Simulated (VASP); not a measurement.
Crystal: HoNb2As3.

```xyz
6
Lattice="5.8079 0.0000 0.0000 -2.9039 5.0298 0.0000 0.0000 0.0000 4.4029" Properties=species:S:1:pos:R:3 pbc="T T T"
Ho    0.0000    0.0000    0.0000
Nb    2.9039    1.6766    0.0000
Nb    0.0000    3.3532    0.0000
As   -1.4520    2.5149    2.2014
As    1.4520    2.5149    2.2014
As    2.9039    0.0000    2.2014
```

The cell was built from a structure type or drawn by symmetry, and may not be a known phase.

| Item | Value |
| --- | --- |
| Program | VASP 6.6.1 |
| Task | relaxation of cell and atoms |
| Functional | PBE |
| Potentials or basis | VASP PAW PBE potentials, release 64 (Ho_3, Nb_sv, As), 4f in core |
| Cutoff | 500 eV |
| k mesh | 3 × 3 × 4 |
| Occupations | gaussian, width 0.1 eV |
| Spin | no spin polarisation |

At the start: pressure -7.1 GPa; volume 21.44 Å³/atom.

Question: How do energy, volume and symmetry change on relaxing?

Answer: Over 10 steps the energy falls by 70.2 meV/atom and the volume is 20.46 Å³/atom (-4.5 %); space group P6/mmm (No. 191, to 0.1 Å) before and after.

The path:
```tsv
step	energy change (eV)	largest force (eV/Å)	pressure (GPa)	volume (Å³)
1	0.0000	0.0000	-7.07	128.62
2	-0.1106	0.0000	10.95	111.60
3	-0.3651	0.0000	1.24	118.83
4	-0.4045	0.0000	0.23	120.52
5	-0.4112	0.0000	-0.31	121.59
6	-0.4120	0.0000	-0.47	121.91
7	-0.4137	0.0000	-0.76	122.55
8	-0.4146	0.0000	-1.25	123.81
9	-0.4093	0.0000	1.71	121.45
10	-0.4211	0.0000	-0.02	122.79
```

Final structure:
```yaml
crystal:
  lattice:
    - [5.96411, 0.00000, 0.00000]
    - [-2.98206, 5.16507, 0.00000]
    - [0.00000, 0.00000, 3.98598]
  atoms:
    - { symbol: Ho, position: [0.00000, 0.00000, 0.00000] }
    - { symbol: Nb, position: [0.66667, 0.33333, 0.00000] }
    - { symbol: Nb, position: [0.33333, 0.66667, 0.00000] }
    - { symbol: As, position: [0.00000, 0.50000, 0.50000] }
    - { symbol: As, position: [0.50000, 0.50000, 0.50000] }
    - { symbol: As, position: [0.50000, 0.00000, 0.50000] }
```

Caveat: the k points lie up to 0.41 Å⁻¹ apart in the final cell, too coarse for converged energies and pressures of a metal.
